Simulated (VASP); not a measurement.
Input of a VASP 6.6.1 run:

Contents of INCAR:

```
SYSTEM = ZnCu
PREC = Accurate
ENCUT = 520
EDIFF = 1E-6
ISMEAR = 0
SIGMA = 0.15
LREAL = .False.
LASPH = .True.
NELM = 100
ALGO = Fast
ISIF = 2
LWAVE = .False.
LCHARG = .False.
GGA = PE
NBANDS = 18
```

The input KPOINTS:

```
Automatic mesh
0
Gamma
  16 16 16
  0 0 0
```

Contents of POSCAR:

```
ZnCu
1.0
    3.0743589667      0.8841766153      0.8841766153
    0.8841766153      3.0743589667      0.8841766153
    0.8841766153      0.8841766153      3.0743589667
Zn Cu
1 1
Direct
    0.5000000000      0.5000000000      0.5000000000
    0.0000000000      0.0000000000      0.0000000000
```

Potentials or basis: VASP PAW PBE potentials, release 64 (Zn, Cu).

Launch:

```bash
$ cat potpaw_PBE.64/Zn/POTCAR potpaw_PBE.64/Cu/POTCAR > POTCAR
$ mpirun -np 1 vasp_std > vasp.out
```

(1) Predict the pressure.

Answers

(1) 42.6 GPa.
